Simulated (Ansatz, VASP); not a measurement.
Ge3P4: VASP beside Ansatz

```xyz
14
Lattice="0.0000 5.6581 5.6581 5.6581 0.0000 5.6581 5.6581 5.6581 0.0000" Properties=species:S:1:pos:R:3 pbc="T T T"
Ge    2.8291    5.6581    2.8291
Ge    0.0000    2.8291    2.8291
Ge    2.8291    2.8291    0.0000
Ge    2.8291    0.0000    2.8291
Ge    5.6581    2.8291    2.8291
Ge    2.8291    2.8291    5.6581
P     6.8606   10.1138    6.8606
P     1.2025    1.2025    1.2025
P    10.1138   10.1138   10.1138
P     1.2025    4.4557    4.4557
P     6.8606    6.8606   10.1138
P    10.1138    6.8606    6.8606
P     4.4557    4.4557    1.2025
P     4.4557    1.2025    4.4557
```

Alike in both runs: functional PBE; k mesh 4 × 4 × 4; occupations gaussian, width 0.1 eV; no spin polarisation.

Ansatz relaxed the structure, and its values are those at the end. VASP's run is a single point on that final structure, the one shown.

```csv
,VASP,Ansatz
version,VASP 6.6.1,Ansatz 0.2.0
potentials or method,"VASP PAW PBE potentials, release 64 (Ge_d, P), cutoff 520 eV","scalar-relativistic, plane waves, PAW"
valence electrons in the cell,124,124
```

```csv
,VASP,Ansatz,Ansatz less VASP
gap on the k mesh at the Fermi level (eV),none,none,-
pressure (GPa),-0.2,-0.2,+0.09
rms of the force components (eV/Å),0.015,0.002,-0.0129
```

A gap of «none» marks a metal or a gap that the smearing closes. The functional is the same, so the differences come from potentials, cutoffs and numerics.
